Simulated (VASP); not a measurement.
# BN (P6_3mc) in VASP: single point with LDA

Aim: the single point of BN with LDA.

Everything below comes from runs of VASP 6.6.1. Logs are shortened: lines on timing, memory, paths and dates and some standing lists are left out, and cuts for length are marked.

## 1. The cell of the first run

The structure is hexagonal, space group P6_3mc (No. 186). The conventional cell has a = 2.554 Å, b = 2.554 Å, c = 4.058 Å, α = 90.00°, β = 90.00°, γ = 120.00°. B (site symmetry 3m) has 4 N at 1.52 to 1.56 Å within 2.0 Å. N (site symmetry 3m) has 4 B at 1.52 to 1.56 Å within 2.0 Å.

## 2. Single point, LDA (strain +0.000 along x and y, -0.040 along z)

Input file INCAR:

```
  ALGO = Normal
  EDIFF = 1E-6
  ENCUT = 1330
  GGA_COMPAT = False
  ISIF = 2
  ISMEAR = 0
  LASPH = True
  LCHARG = False
  LREAL = False
  LWAVE = False
  NBANDS = 16
  NELM = 120
  PREC = Accurate
  SIGMA = 0.05
```

Input file KPOINTS:

```
k-points
0
Gamma
  12 12 6
```

Input file POSCAR:

```
BN
1.0
    2.5539396017      0.0000000000      0.0000000000
   -1.2769698009      2.2117765748      0.0000000000
    0.0000000000      0.0000000000      4.0577808000
B N
2 2
Direct
    0.6666666667      0.3333333333      0.9997240000
    0.3333333333      0.6666666667      0.4997240000
    0.6666666667      0.3333333333      0.6252760000
    0.3333333333      0.6666666667      0.1252760000
```

Potentials or basis: VASP PAW LDA potentials, release 64 (B_h, N_h).

On the command line:

```sh
$ cat potpaw_LDA.64/B_h/POTCAR potpaw_LDA.64/N_h/POTCAR > POTCAR
$ mpirun -np 1 vasp_std > vasp.out
```

OUTCAR:

```text
EDIFF = 1E-6
   ENCUT = 1330
   ISIF = 2
   ISMEAR = 0
   LASPH = True
   LREAL = False
   NELM = 120
   PREC = Accurate

 ion  position               nearest neighbor table
   1  0.667  0.333  1.000-
   2  0.333  0.667  0.500-
   3  0.667  0.333  0.625-
   4  0.333  0.667  0.125-

  LATTYP: Found a hexagonal cell.
 ALAT       =     2.5539396017
 C/A-ratio  =     1.5888319353

  Lattice vectors:

 A1 = (   2.5539396017,   0.0000000000,   0.0000000000)
 A2 = (  -1.2769698009,   2.2117765748,   0.0000000000)
 A3 = (   0.0000000000,   0.0000000000,   4.0577808000)

Analysis of symmetry for initial positions (statically):
=====================================================================
 Subroutine PRICEL returns:
 Original cell was already a primitive cell.

 Routine SETGRP: Setting up the symmetry group for a
 hexagonal supercell.

 Subroutine GETGRP returns: Found 12 space group operations
 (whereof  6 operations were pure point group operations)
 out of a pool of 24 trial point group operations.

The static configuration has the point symmetry C_3v.
 The point group associated with its full space group is C_6v.

Analysis of symmetry for dynamics (positions and initial velocities):
=====================================================================
 Subroutine PRICEL returns:
 Original cell was already a primitive cell.

 Routine SETGRP: Setting up the symmetry group for a
 hexagonal supercell.

 Subroutine GETGRP returns: Found 12 space group operations
 (whereof  6 operations were pure point group operations)
 out of a pool of 24 trial point group operations.

The dynamic configuration has the point symmetry C_3v.
 The point group associated with its full space group is C_6v.

 Subroutine INISYM returns: Found 12 space group operations
 (whereof  6 operations are pure point group operations),
 and found     1 'primitive' translations

----------------------------------------------------------------------------------------

                                     Primitive cell

  volume of cell :      22.9214

  direct lattice vectors                    reciprocal lattice vectors
     2.553939602  0.000000000  0.000000000     0.391551938  0.226062617  0.000000000
    -1.276969801  2.211776575  0.000000000     0.000000000  0.452125233  0.000000000
     0.000000000  0.000000000  4.057780800     0.000000000  0.000000000  0.246440123

  length of vectors
     2.553939602  2.553939602  4.057780800     0.452125233  0.452125233  0.246440123

  position of ions in fractional coordinates (direct lattice)
     0.666666667  0.333333333  0.999724000
     0.333333333  0.666666667  0.499724000
     0.666666667  0.333333333  0.625276000
     0.333333333  0.666666667  0.125276000

  ion indices of the primitive-cell ions
   primitive index   ion index
                 1           1
                 2           2
                 3           3
                 4           4

----------------------------------------------------------------------------------------

 KPOINTS: k-points

Automatic generation of k-mesh.
 Grid dimensions read from file:
 generate k-points for:   12   12    6

 Generating k-lattice:

  Cartesian coordinates                     Fractional coordinates (reciprocal lattice)
     0.032629328  0.018838551  0.000000000     0.083333333  0.000000000  0.000000000
     0.000000000  0.037677103  0.000000000     0.000000000  0.083333333  0.000000000
     0.000000000  0.000000000  0.041073354     0.000000000  0.000000000  0.166666667

  Length of vectors
     0.037677103  0.037677103  0.041073354

  Shift w.r.t. Gamma in fractional coordinates (k-lattice)
     0.000000000  0.000000000  0.000000000

 Subroutine IBZKPT returns following result:
 ===========================================

 Found     76 irreducible k-points:

 Following reciprocal coordinates:
            Coordinates               Weight
  0.000000  0.000000  0.000000      1.000000
  0.083333  0.000000  0.000000      6.000000
  0.166667 -0.000000  0.000000      6.000000
  0.250000  0.000000  0.000000      6.000000
  0.333333  0.000000  0.000000      6.000000
  0.416667  0.000000  0.000000      6.000000
[... 16 lines left out ...]
  0.250000  0.000000  0.166667     12.000000
  0.333333  0.000000  0.166667     12.000000
 [... further k-points ...]
   k-points           NKPTS =     76   k-points in BZ     NKDIM =     76   number of bands    NBANDS=     16
   number of dos      NEDOS =    301   number of ions     NIONS =      4
   total plane-waves  NPLWV =  43200
   dimension x,y,z NGX =    30 NGY =   30 NGZ =   48
   dimension x,y,z NGXF=    60 NGYF=   60 NGZF=   96
   ions per type =               2   2
   NGX,Y,Z   is equivalent  to a cutoff of  19.53, 19.53, 19.67 a.u.
   NGXF,Y,Z  is equivalent  to a cutoff of  39.06, 39.06, 39.33 a.u.
 SYSTEM =  unknown system
   PREC   = accura    normal or accurate (medium, high low for compatibility)
   ISTART =      0    job   : 0-new  1-cont  2-samecut
   ICHARG =      2    charge: 1-file 2-atom 10-const
   ISPIN  =      1    spin polarized calculation?
   LNONCOLLINEAR =      F non collinear calculations
   LSORBIT =      F    spin-orbit coupling
   LASPH  =      T    aspherical Exc in radial PAW
   ENCUT  = 1330.0 eV  97.75 Ry    9.89 a.u.   7.59  7.59 12.07*2*pi/ulx,y,z
   NELM   =    120;   NELMIN=  2; NELMDL= -5     # of ELM steps
   EDIFF  = 0.1E-05   stopping-criterion for ELM
   LREAL  =      F    real-space projection
   EDIFFG = 0.1E-04   stopping-criterion for IOM
   NSW    =      0    number of steps for IOM
   IBRION =     -1    ionic relax: 0-MD 1-quasi-New 2-CG
   NFREE  =      0    steps in history (QN), initial steepest desc. (CG)
   ISIF   =      2    stress and relaxation
   ISYM   =      2    0-nonsym 1-usesym 2-fastsym
   POTIM  = 0.5000    time-step for ionic-motion
   TEBEG  =    0.0;   TEEND  =   0.0 temperature during run
   PSTRESS=    0.0 pullay stress
   NELECT =      16.0000    total number of electrons
   NUPDOWN=      -1.0000    fix difference up-down
   EMIN   =  10.00;   EMAX   =-10.00  energy-range for DOS
   EFERMI =   0.00;   METHOD = LEGACY
   ISMEAR =     0;   SIGMA  =   0.05  broadening in eV -4-tet -1-fermi 0-gaus
   EFERMI_NEDOS =   21; number of points for ismear=-14 and -15
   IALGO  =     38    algorithm
   IMIX   =      4    mixing-type and parameters
     AMIX     =   0.40;   BMIX     =  1.00
     AMIX_MAG =   1.60;   BMIX_MAG =  1.00
  volume/ion in A,a.u.               =       5.73        38.67
  Fermi-wavevector in a.u.,A,eV,Ry     =   1.452228  2.744312 28.694209  2.108965
  Thomas-Fermi vector in A             =   2.569634
   LORBIT       =      0    0 simple, 1 ext, 2 COOP (PROOUT), +10 PAW based schemes
   GGA     = CA    functional components
   LHFCALC =     F    Hartree Fock is set to
   AEXX    =    0.0000 exact exchange contribution
   IVDW    =     0    specifies the selected vdW correction
   LEPSILON=     F    determine dielectric tensor
   LRPA    =     F    only Hartree local field effects (RPA)
 non-spin polarized calculation
 Gauss-broadening in eV      SIGMA  =   0.05
  energy-cutoff  :     1330.00
  volume of cell :       22.92
 maximum number of plane-waves:      2546
   NGX = 15   NGY = 15   NGZ = 25

 number of electron      16.0000000 magnetization

 Free energy of the ion-electron system (eV)
  ---------------------------------------------------
  ext. energy  EPLUGINS =         0.00000000
  ---------------------------------------------------
  free energy    TOTEN  =       -38.68593407 eV

  energy without entropy =      -38.68593407  energy(sigma->0) =      -38.68593407

 E-fermi :   9.7271     XC(G=0): -13.4035

 val. band max:        9.4225609509   @ k =   0.0000   0.0000   0.0000
 cond. band min:      14.4663948246   @ k =   0.3333   0.3333   0.0000
 fundamental gap:      5.0438338737
 Fermi energy:         9.7271151832

 k-point     1 :       0.0000    0.0000    0.0000
  band No.  band energies     occupation
      1     -11.1640      2.00000
      2      -6.4388      2.00000
      3      -1.6846      2.00000
      4       6.9018      2.00000
      5       6.9019      2.00000
      6       9.2203      2.00000
[... 8 lines left out ...]
     15      21.3999      0.00000
     16      26.2695      0.00000

 k-point     2 :       0.0833    0.0000    0.0000
  band No.  band energies     occupation
      1     -11.0133      2.00000
      2      -6.3270      2.00000
      3      -1.5387      2.00000
      4       6.2224      2.00000
      5       6.6149      2.00000
      6       8.8317      2.00000
[... 8 lines left out ...]
     15      21.8443      0.00000
     16      25.9865      0.00000

 k-point     3 :       0.1667   -0.0000    0.0000
  band No.  band energies     occupation
      1     -10.5653      2.00000
      2      -6.0101      2.00000
      3      -1.1067      2.00000
      4       4.5886      2.00000
      5       5.9441      2.00000
      6       7.4932      2.00000
[... 8 lines left out ...]
     15      23.0042      0.00000
     16      25.0688      0.00000

 k-point     4 :       0.2500    0.0000    0.0000
  band No.  band energies     occupation
      1      -9.8355      2.00000
      2      -5.5597      2.00000
      3      -0.4107      2.00000
      4       2.6668      2.00000
      5       5.1963      2.00000
      6       5.7877      2.00000
[... 8 lines left out ...]
     15      24.5159      0.00000
     16      25.0172      0.00000
[... 324 lines left out ...]
 k-point    22 :       0.1667   -0.0000    0.1667
  band No.  band energies     occupation
      1     -10.3873      2.00000
      2      -6.6649      2.00000
      3      -0.1873      2.00000
      4       4.7583      2.00000
      5       6.0957      2.00000
      6       6.9707      2.00000
[... 8 lines left out ...]
     15      22.6387      0.00000
     16      25.2629      0.00000

 k-point    23 :       0.2500    0.0000    0.1667
  band No.  band energies     occupation
      1      -9.6626      2.00000
      2      -6.1362      2.00000
      3       0.3142      2.00000
      4       2.9359      2.00000
      5       5.2458      2.00000
      6       5.3557      2.00000
[... 8 lines left out ...]
     15      24.1411      0.00000
     16      25.3120      0.00000

 k-point    24 :       0.3333    0.0000    0.1667
  band No.  band energies     occupation
      1      -8.6987      2.00000
      2      -5.5927      2.00000
      3       0.2855      2.00000
      4       1.9948      2.00000
      5       3.4961      2.00000
      6       4.7331      2.00000
[... 8 lines left out ...]
     15      25.5918      0.00000
     16      26.1980      0.00000

 [... further k-points ...]

------------------------ aborting loop because EDIFF is reached ----------------------------------------

  FORCE on cell =-STRESS in cart. coord.  units (eV):
  Direction    XX          YY          ZZ          XY          YZ          ZX
  --------------------------------------------------------------------------------------
  -------------------------------------------------------------------------------------
  Total       -1.5707479     -1.5707479      4.6269467      0.0000000      0.0000000      0.0000000
  in kB     -109.7934968   -109.7934968    323.4183247      0.0000000      0.0000000      0.0000000
  external PRESSURE =      34.6104437 kB  Pullay stress =       0.0000000 kB

 VOLUME and BASIS-vectors are now :
 -----------------------------------------------------------------------------
  energy-cutoff  :     1330.00
  volume of cell :       22.92
      direct lattice vectors                 reciprocal lattice vectors
     2.553939602  0.000000000  0.000000000     0.391551938  0.226062617  0.000000000
    -1.276969801  2.211776575  0.000000000     0.000000000  0.452125233  0.000000000
     0.000000000  0.000000000  4.057780800     0.000000000  0.000000000  0.246440123

 POSITION                                       TOTAL-FORCE (eV/Angst)
 -----------------------------------------------------------------------------------
      1.27697      0.73726      4.05666        -0.000000      0.000000      0.176722
     -0.00000      1.47452      2.02777         0.000000      0.000000      0.176722
      1.27697      0.73726      2.53723         0.000000     -0.000000     -0.176722
     -0.00000      1.47452      0.50834        -0.000000      0.000000     -0.176722
 -----------------------------------------------------------------------------------
    total drift:                                0.000000      0.000000     -0.000753

  FREE ENERGIE OF THE ION-ELECTRON SYSTEM (eV)
  ---------------------------------------------------
  free  energy   TOTEN  =       -38.6859340679 eV

  energy  without entropy=      -38.6859340679  energy(sigma->0) =      -38.68593407
```

It took 37 s on 1 thread of Intel Xeon 6975P-C (Granite Rapids), shared host; peak memory 0.22 GiB.

What came out:

```
Free energy            : -38.6859 eV
Pressure               : 3.5 GPa
Largest force          : 0.177 eV/Å
Band gap on the k mesh : 5.04 eV (least direct gap 7.98 eV)
```

Forces on the atoms (eV/Å):
```
B    0.000  0.000  0.177
B    0.000  0.000  0.177
N    0.000  0.000 -0.177
N    0.000  0.000 -0.177
```

Caveat: the cell differs from its parent crystal (strain +0.000 along x and y, -0.040 along z); the stress differs along the axes, from -11 to 32 GPa. A k mesh can miss the band edges.
